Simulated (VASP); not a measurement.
# MnS (Fm-3m) in VASP: further runs

Runs on MnS. Level: LDA. Tasks: single point.

Program: VASP 6.6.1. These are calculated values, not measurements. Logs are shortened: lines on timing, memory, paths and dates and some standing lists are left out, and cuts for length are marked.

## Step 1: The cell of the first run

It takes space group Fm-3m (No. 225, cubic). The conventional cell has a = 5.224 Å, b = 5.224 Å, c = 5.224 Å, α = 90.00°, β = 90.00°, γ = 90.00°. Mn (site symmetry m-3m) has 6 S at 2.61 Å within 3.4 Å. S (site symmetry m-3m) has 6 Mn at 2.61 Å within 3.4 Å.

## Step 2: Single point, LDA, non-collinear spin, typed start, spin-orbit coupling

Contents of INCAR:

```
PREC = Accurate ; ENCUT = 500
EDIFF = 1E-6 ; ISMEAR = 0
SIGMA = 0.05 ; LREAL = False
LASPH = True ; NELM = 200
ALGO = Normal ; ISIF = 2
LWAVE = False ; LCHARG = False
LNONCOLLINEAR = True ; MAGMOM = 0 0 5 0 0 0
LORBIT = 11 ; LSORBIT = True
GGA_COMPAT = False ; LORBMOM = True
LMAXMIX = 4 ; GGA = CA
NBANDS = 31
```

Contents of KPOINTS:

```
regular mesh
0
Gamma
  6 6 6
```

Contents of POSCAR:

```
MnS
1.0
    0.0000000000      2.6122498900      2.6122498900
    2.6122498900      0.0000000000      2.6122498900
    2.6122498900      2.6122498900      0.0000000000
Mn S
1 1
Direct
    0.0000000000      0.0000000000      0.0000000000
    0.5000000000      0.5000000000      0.5000000000
```

Potentials or basis: VASP PAW LDA potentials, release 64 (Mn_pv, S).

Command:

```console
cat potpaw_LDA.64/Mn_pv/POTCAR potpaw_LDA.64/S/POTCAR > POTCAR
mpirun -np 1 vasp_ncl > vasp.out
```

OUTCAR:

```text
PREC = Accurate
   ENCUT = 500
   EDIFF = 1E-6
   ISMEAR = 0
   LREAL = False
   LASPH = True
   NELM = 200
   ISIF = 2
   LNONCOLLINEAR = True
   LORBIT = 11
   LSORBIT = True
   GGA = CA

 ion  position               nearest neighbor table
   1  0.000  0.000  0.000-   2 2.61   2 2.61   2 2.61   2 2.61   2 2.61   2 2.61
   2  0.500  0.500  0.500-   1 2.61   1 2.61   1 2.61   1 2.61   1 2.61   1 2.61

  LATTYP: Found a face centered cubic cell.
 ALAT       =     5.2244997800

  Lattice vectors:

 A1 = (   0.0000000000,   2.6122498900,   2.6122498900)
 A2 = (   2.6122498900,   0.0000000000,   2.6122498900)
 A3 = (   2.6122498900,   2.6122498900,   0.0000000000)

Analysis of symmetry for initial positions (statically):
=====================================================================
 Subroutine PRICEL returns:
 Original cell was already a primitive cell.

 Routine SETGRP: Setting up the symmetry group for a
 face centered cubic supercell.

 Subroutine GETGRP returns: Found 48 space group operations
 (whereof 48 operations were pure point group operations)
 out of a pool of 48 trial point group operations.

The static configuration has the point symmetry O_h .

Analysis of symmetry for dynamics (positions and initial velocities):
=====================================================================
 Subroutine PRICEL returns:
 Original cell was already a primitive cell.

 Routine SETGRP: Setting up the symmetry group for a
 face centered cubic supercell.

 Subroutine GETGRP returns: Found 48 space group operations
 (whereof 48 operations were pure point group operations)
 out of a pool of 48 trial point group operations.

The dynamic configuration has the point symmetry O_h .

Analysis of structural, dynamic, and magnetic symmetry:
=====================================================================
 Subroutine PRICEL returns:
 Original cell was already a primitive cell.

 Routine SETGRP: Setting up the symmetry group for a
 face centered cubic supercell.

 Subroutine GETGRP returns: Found  8 space group operations
 (whereof  8 operations were pure point group operations)
 out of a pool of 48 trial point group operations.

The overall configuration has the point symmetry C_4h.

 Subroutine INISYM returns: Found  8 space group operations
 (whereof  8 operations are pure point group operations),
 and found     1 'primitive' translations

----------------------------------------------------------------------------------------

                                     Primitive cell

  volume of cell :      35.6512

  direct lattice vectors                    reciprocal lattice vectors
     0.000000000  2.612249890  2.612249890    -0.191405884  0.191405884  0.191405884
     2.612249890  0.000000000  2.612249890     0.191405884 -0.191405884  0.191405884
     2.612249890  2.612249890  0.000000000     0.191405884  0.191405884 -0.191405884

  length of vectors
     3.694279223  3.694279223  3.694279223     0.331524716  0.331524716  0.331524716

  position of ions in fractional coordinates (direct lattice)
     0.000000000  0.000000000  0.000000000
     0.500000000  0.500000000  0.500000000

  ion indices of the primitive-cell ions
   primitive index   ion index
                 1           1
                 2           2

----------------------------------------------------------------------------------------

 KPOINTS: regular mesh

Automatic generation of k-mesh.
 Grid dimensions read from file:
 generate k-points for:    6    6    6

 Generating k-lattice:

  Cartesian coordinates                     Fractional coordinates (reciprocal lattice)
    -0.031900981  0.031900981  0.031900981     0.166666667  0.000000000  0.000000000
     0.031900981 -0.031900981  0.031900981     0.000000000  0.166666667  0.000000000
[... 98 lines left out ...]

 number of electron      18.9999987 magnetization       0.0000000     -0.0000000      4.4548403

 Free energy of the ion-electron system (eV)
  ---------------------------------------------------
  ext. energy  EPLUGINS =         0.00000000
  ---------------------------------------------------
  free energy    TOTEN  =       -14.98355211 eV

  energy without entropy =      -14.98196104  energy(sigma->0) =      -14.98275657

 E-fermi :   6.2639     XC(G=0): -10.9387

 val. band max:        6.2341329126   @ k =   0.0000   0.3333   0.1667
 cond. band min:       6.2938178462   @ k =   0.0000   0.0000   0.0000
 fundamental gap:      0.0596849336
 Fermi energy:         6.2639050723

 k-point     1 :       0.0000    0.0000    0.0000
  band No.  band energies     occupation
      1     -44.1573      1.00000
      2     -43.7557      1.00000
      3     -43.2402      1.00000
      4     -40.0163      1.00000
      5     -39.6191      1.00000
      6     -39.2817      1.00000
[... 805 lines left out ...]
     30      14.1218      0.00000
     31      14.3804      0.00000

 [... further k-points ...]

------------------------ aborting loop because EDIFF is reached ----------------------------------------

  FORCE on cell =-STRESS in cart. coord.  units (eV):
  Direction    XX          YY          ZZ          XY          YZ          ZX
  --------------------------------------------------------------------------------------
  -------------------------------------------------------------------------------------
  Total       -2.9906760     -2.9906760     -2.9892129     -0.0000000      0.0000000      0.0000000
  in kB     -134.4020181   -134.4020181   -134.3362651     -0.0000020      0.0000000      0.0000000
  external PRESSURE =    -134.3801005 kB  Pullay stress =       0.0000000 kB

 VOLUME and BASIS-vectors are now :
 -----------------------------------------------------------------------------
  energy-cutoff  :      500.00
  volume of cell :       35.65
      direct lattice vectors                 reciprocal lattice vectors
     0.000000000  2.612249890  2.612249890    -0.191405884  0.191405884  0.191405884
     2.612249890  0.000000000  2.612249890     0.191405884 -0.191405884  0.191405884
     2.612249890  2.612249890  0.000000000     0.191405884  0.191405884 -0.191405884

 POSITION                                       TOTAL-FORCE (eV/Angst)
 -----------------------------------------------------------------------------------
      0.00000      0.00000      0.00000        -0.000000     -0.000000     -0.000000
      2.61225      2.61225      2.61225         0.000000      0.000000      0.000000
 -----------------------------------------------------------------------------------
    total drift:                               -0.000000      0.000000      0.000000

  FREE ENERGIE OF THE ION-ELECTRON SYSTEM (eV)
  ---------------------------------------------------
  free  energy   TOTEN  =       -14.9835521115 eV

  energy  without entropy=      -14.9819610361  energy(sigma->0) =      -14.98275657

 orbital moment (x)

 # of ion     p       d       tot
 ----------------------------------------
  1        -0.000   0.000   0.000
  2         0.000   0.000   0.000
 ----------------------------------------
           -0.000   0.000   0.000

 orbital moment (y)

 # of ion     p       d       tot
 ----------------------------------------
  1         0.000   0.000   0.000
  2        -0.000   0.000  -0.000
 ----------------------------------------
           -0.000   0.000   0.000

 orbital moment (z)

 # of ion     p       d       tot
 ----------------------------------------
  1        -0.001   0.014   0.014
  2         0.000   0.000   0.000
 ----------------------------------------
           -0.000   0.014   0.014

 Spin-Orbit-Coupling matrix elements

 Ion:    1  E_soc:     -0.0292327
 l=   1
     0.0000000    -0.0037553    -0.0037531
    -0.0037553     0.0000000    -0.0037553
    -0.0037531    -0.0037553     0.0000000
 l=   2
     0.0000000    -0.0002954     0.0000000    -0.0002954    -0.0003271
    -0.0002954     0.0000000    -0.0008839    -0.0000823    -0.0002924
     0.0000000    -0.0008839     0.0000000    -0.0008839     0.0000000
    -0.0002954    -0.0000823    -0.0008839     0.0000000    -0.0002924
    -0.0003271    -0.0002924     0.0000000    -0.0002924     0.0000000
 l=   3
     0.0000000     0.0000000     0.0000000     0.0000000     0.0000000     0.0000000     0.0000000
     0.0000000     0.0000000     0.0000000     0.0000000     0.0000000     0.0000000     0.0000000
     0.0000000     0.0000000     0.0000000     0.0000000     0.0000000     0.0000000     0.0000000
     0.0000000     0.0000000     0.0000000     0.0000000     0.0000000     0.0000000     0.0000000
     0.0000000     0.0000000     0.0000000     0.0000000     0.0000000     0.0000000     0.0000000
     0.0000000     0.0000000     0.0000000     0.0000000     0.0000000     0.0000000     0.0000000
     0.0000000     0.0000000     0.0000000     0.0000000     0.0000000     0.0000000     0.0000000

 Ion:    2  E_soc:     -0.0018031
 l=   1
     0.0000000    -0.0002866    -0.0003283
    -0.0002866     0.0000000    -0.0002866
    -0.0003283    -0.0002866     0.0000000
 l=   2
     0.0000000     0.0000000     0.0000000     0.0000000     0.0000000
     0.0000000     0.0000000     0.0000000     0.0000000     0.0000000
     0.0000000     0.0000000     0.0000000     0.0000000     0.0000000
     0.0000000     0.0000000     0.0000000     0.0000000     0.0000000
     0.0000000     0.0000000     0.0000000     0.0000000     0.0000000
 l=   3
     0.0000000     0.0000000     0.0000000     0.0000000     0.0000000     0.0000000     0.0000000
     0.0000000     0.0000000     0.0000000     0.0000000     0.0000000     0.0000000     0.0000000
     0.0000000     0.0000000     0.0000000     0.0000000     0.0000000     0.0000000     0.0000000
     0.0000000     0.0000000     0.0000000     0.0000000     0.0000000     0.0000000     0.0000000
     0.0000000     0.0000000     0.0000000     0.0000000     0.0000000     0.0000000     0.0000000
     0.0000000     0.0000000     0.0000000     0.0000000     0.0000000     0.0000000     0.0000000
     0.0000000     0.0000000     0.0000000     0.0000000     0.0000000     0.0000000     0.0000000

 total charge

# of ion       s       p       d       tot
------------------------------------------
    1        0.220   6.159   4.965  11.344
    2        1.331   2.347   0.000   3.678
--------------------------------------------------
tot          1.551   8.506   4.965  15.022

 magnetization (x)

# of ion       s       p       d       tot
------------------------------------------
    1        0.000   0.000   0.000   0.000
    2        0.000   0.000   0.000   0.000
--------------------------------------------------
tot          0.000   0.000   0.000   0.000

 magnetization (y)

# of ion       s       p       d       tot
------------------------------------------
    1        0.000   0.000   0.000   0.000
    2        0.000   0.000   0.000   0.000
--------------------------------------------------
tot          0.000   0.000   0.000   0.000

 magnetization (z)

# of ion       s       p       d       tot
------------------------------------------
    1        0.045   0.032   3.970   4.047
    2        0.024   0.053   0.000   0.077
--------------------------------------------------
tot          0.069   0.085   3.970   4.124
```

Run time: 1.9 min. Hardware: 1 thread of Intel Xeon 8259CL, shared host; peak memory 0.23 GiB.

What came out:

```yaml
Free_energy: -14.9836 eV
Pressure: -13.4 GPa
Net_moment: 4.45 μB per cell
Valence_electrons_inside_the_program's_atomic_spheres: Mn 11.34; S 3.68
```

Moments on the atoms (μB; x, y, z):
```
Mn  0.00 0.00 4.05
S   0.00 0.00 0.08
```

Caveat: the cell stands under tension; a cell with one magnetic atom can't hold antiferromagnetic order, which such compounds often take.

## Step 3: Single point, LDA, non-collinear spin, twin_end start, spin-orbit coupling

Contents of INCAR:

```
SYSTEM = MnS
PREC = Accurate
ENCUT = 500
EDIFF = 1E-6
ISMEAR = 0
SIGMA = 0.05
LREAL = .False.
LASPH = .True.
NELM = 200
ALGO = Normal
ISIF = 2
LWAVE = .False.
LCHARG = .False.
MAGMOM = 0 0 4.27 0 0 0.22
LORBIT = 11
LSORBIT = .True.
GGA_COMPAT = .False.
LORBMOM = .True.
LMAXMIX = 4
NBANDS = 31
```

Contents of KPOINTS:

```
Automatic mesh
0
Gamma
  6 6 6
  0 0 0
```

POSCAR is that of step 2.

Potentials or basis: VASP PAW LDA potentials, release 64 (Mn_pv, S).

Command:

```console
cat potpaw_LDA.64/Mn_pv/POTCAR potpaw_LDA.64/S/POTCAR > POTCAR
mpirun -np 1 vasp_ncl > vasp.out
```

Wall time 2 min (1 thread of Intel Xeon 8259CL, shared host); peak memory 0.23 GiB.

The run converged. Its results:

```
Free energy                                           : -14.9836 eV
Pressure                                              : -13.5 GPa
Net moment                                            : 4.45 μB per cell
Valence electrons inside the program's atomic spheres : Mn 11.34; S 3.68
```

Moments on the atoms (μB; x, y, z):
```
Mn  0.00 0.00 4.05
S   0.00 0.00 0.08
```

Caveat: the cell stands under tension; a cell with one magnetic atom can't hold antiferromagnetic order, which such compounds often take.

## Step 4: Single point, LDA, non-collinear spin, twin_end start, spin-orbit coupling

Contents of INCAR:

```
SYSTEM = MnS
PREC     = Accurate       ! precision mode
ENCUT    = 500            ! plane-wave cutoff, eV
EDIFF    = 1E-6           ! SCF threshold, eV
ISMEAR   = 0              ! smearing method
SIGMA    = 0.05           ! smearing width, eV
LREAL    = .False.        ! projectors in reciprocal space
LASPH    = .True.         ! aspherical terms in the spheres
NELM     = 200            ! most SCF steps
ALGO     = Normal         ! electronic algorithm
ISIF     = 2              ! what is computed and relaxed
LWAVE    = .False.        ! write WAVECAR
LCHARG   = .False.        ! write CHGCAR
MAGMOM   = 0.01 0 4.27 0 0 0.22 ! initial moments
LORBIT   = 11             ! projections on sites
LSORBIT  = .True.         ! spin-orbit coupling
GGA_COMPAT= .False.      
LORBMOM  = .True.       
LMAXMIX  = 4              ! l up to which the mixer works
NBANDS   = 31             ! bands
```

Contents of KPOINTS:

```
regular mesh
0
Gamma
  6 6 6
  0 0 0
```

POSCAR is that of step 3.

Potentials or basis: VASP PAW LDA potentials, release 64 (Mn_pv, S).

Command:

```console
cat potpaw_LDA.64/Mn_pv/POTCAR potpaw_LDA.64/S/POTCAR > POTCAR
mpirun -np 1 vasp_ncl > vasp.out
```

OUTCAR:

```text
SYSTEM = MnS
   PREC = Accurate
   ENCUT = 500
   EDIFF = 1E-6
   ISMEAR = 0
   LREAL = .False.
   LASPH = .True.
   NELM = 200
   ISIF = 2
   LORBIT = 11
   LSORBIT = .True.

 ion  position               nearest neighbor table
   1  0.000  0.000  0.000-   2 2.61   2 2.61   2 2.61   2 2.61   2 2.61   2 2.61
   2  0.500  0.500  0.500-   1 2.61   1 2.61   1 2.61   1 2.61   1 2.61   1 2.61

  LATTYP: Found a face centered cubic cell.
 ALAT       =     5.2244997800

  Lattice vectors:

 A1 = (   0.0000000000,   2.6122498900,   2.6122498900)
 A2 = (   2.6122498900,   0.0000000000,   2.6122498900)
 A3 = (   2.6122498900,   2.6122498900,   0.0000000000)

Analysis of symmetry for initial positions (statically):
=====================================================================
 Subroutine PRICEL returns:
 Original cell was already a primitive cell.

 Routine SETGRP: Setting up the symmetry group for a
 face centered cubic supercell.

 Subroutine GETGRP returns: Found 48 space group operations
 (whereof 48 operations were pure point group operations)
 out of a pool of 48 trial point group operations.

[... 1077 lines left out ...]
     0.0000000     0.0000000     0.0000000     0.0000000     0.0000000     0.0000000     0.0000000
     0.0000000     0.0000000     0.0000000     0.0000000     0.0000000     0.0000000     0.0000000
     0.0000000     0.0000000     0.0000000     0.0000000     0.0000000     0.0000000     0.0000000
     0.0000000     0.0000000     0.0000000     0.0000000     0.0000000     0.0000000     0.0000000
     0.0000000     0.0000000     0.0000000     0.0000000     0.0000000     0.0000000     0.0000000

 Ion:    2  E_soc:     -0.0018031
 l=   1
     0.0000000    -0.0002866    -0.0003283
    -0.0002866     0.0000000    -0.0002866
    -0.0003283    -0.0002866     0.0000000
 l=   2
     0.0000000     0.0000000     0.0000000     0.0000000     0.0000000
     0.0000000     0.0000000     0.0000000     0.0000000     0.0000000
     0.0000000     0.0000000     0.0000000     0.0000000     0.0000000
     0.0000000     0.0000000     0.0000000     0.0000000     0.0000000
     0.0000000     0.0000000     0.0000000     0.0000000     0.0000000
 l=   3
     0.0000000     0.0000000     0.0000000     0.0000000     0.0000000     0.0000000     0.0000000
     0.0000000     0.0000000     0.0000000     0.0000000     0.0000000     0.0000000     0.0000000
     0.0000000     0.0000000     0.0000000     0.0000000     0.0000000     0.0000000     0.0000000
     0.0000000     0.0000000     0.0000000     0.0000000     0.0000000     0.0000000     0.0000000
     0.0000000     0.0000000     0.0000000     0.0000000     0.0000000     0.0000000     0.0000000
     0.0000000     0.0000000     0.0000000     0.0000000     0.0000000     0.0000000     0.0000000
     0.0000000     0.0000000     0.0000000     0.0000000     0.0000000     0.0000000     0.0000000

 total charge

# of ion       s       p       d       tot
------------------------------------------
    1        0.220   6.159   4.965  11.344
    2        1.331   2.347   0.000   3.678
--------------------------------------------------
tot          1.551   8.506   4.965  15.022

 magnetization (x)

# of ion       s       p       d       tot
------------------------------------------
    1        0.000   0.000   0.009   0.009
    2        0.000   0.000   0.000   0.000
--------------------------------------------------
tot          0.000   0.000   0.009   0.010

 magnetization (y)

# of ion       s       p       d       tot
------------------------------------------
    1        0.000   0.000   0.000   0.000
    2        0.000   0.000   0.000   0.000
--------------------------------------------------
tot          0.000   0.000   0.000   0.000

 magnetization (z)

# of ion       s       p       d       tot
------------------------------------------
    1        0.045   0.032   3.970   4.047
    2        0.024   0.053   0.000   0.077
--------------------------------------------------
tot          0.069   0.085   3.970   4.124
```

OSZICAR:

```text
N       E                     dE             d eps       ncg     rms          rms(c)
DAV:   1     0.188074475184E+03    0.18807E+03   -0.99726E+03  7232   0.128E+03
DAV:   2    -0.296253220494E+01   -0.19104E+03   -0.18207E+03  7156   0.379E+02
DAV:   3    -0.159192837901E+02   -0.12957E+02   -0.12696E+02  8170   0.106E+02
DAV:   4    -0.162092662780E+02   -0.28998E+00   -0.28928E+00  7939   0.160E+01
DAV:   5    -0.162145601743E+02   -0.52939E-02   -0.52928E-02  8322   0.237E+00    0.111E+01
DAV:   6    -0.151035715692E+02    0.11110E+01   -0.58533E+00  7587   0.350E+01    0.101E+01
DAV:   7    -0.149948261459E+02    0.10875E+00   -0.10129E+00  7693   0.162E+01    0.555E+00
DAV:   8    -0.149910436878E+02    0.37825E-02   -0.53760E-02  8092   0.178E+00    0.286E+00
DAV:   9    -0.149831185241E+02    0.79252E-02   -0.60923E-03  7715   0.117E+00    0.294E-01
DAV:  10    -0.149835111756E+02   -0.39265E-03   -0.22190E-03  8141   0.667E-01    0.170E-01
DAV:  11    -0.149835404541E+02   -0.29278E-04   -0.21053E-04  7924   0.122E-01    0.101E-01
DAV:  12    -0.149835473783E+02   -0.69242E-05   -0.15445E-05  8121   0.425E-02    0.669E-02
DAV:  13    -0.149835516977E+02   -0.43194E-05   -0.25426E-06  8196   0.238E-02    0.241E-02
DAV:  14    -0.149835520869E+02   -0.38919E-06   -0.10000E-06  6761   0.135E-02
   1 F= -.14983552E+02 E0= -.14982757E+02  d E =-.158937E-02  mag=     0.0104     0.0000     4.4549
```

stdout:

```text
POSCAR found type information on POSCAR MnS
 POSCAR found :  2 types and       2 ions
 scaLAPACK will be used
 LDA part: xc-table for (Slater(with rela. corr.)+CA(PZ))
 , standard interpolation
 POSCAR, INCAR and KPOINTS ok, starting setup
 FFT: planning ... GRIDC
 FFT: planning ... GRID_SOFT
 FFT: planning ... GRID
 WAVECAR not read
 entering main loop
```

It took 5.8 min on 1 thread of Intel Xeon 8259CL, shared host; peak memory 0.31 GiB.

Results:

```
Free energy                                           : -14.9836 eV
Pressure                                              : -13.5 GPa
Net moment                                            : 4.45 μB per cell
Valence electrons inside the program's atomic spheres : Mn 11.34; S 3.68
```

Moments on the atoms (μB; x, y, z):
```
Mn  0.01 0.00 4.05
S   0.00 0.00 0.08
```

Caveat: the cell stands under tension; a cell with one magnetic atom can't hold antiferromagnetic order, which such compounds often take.

(Part 1 of 2 ends here.)
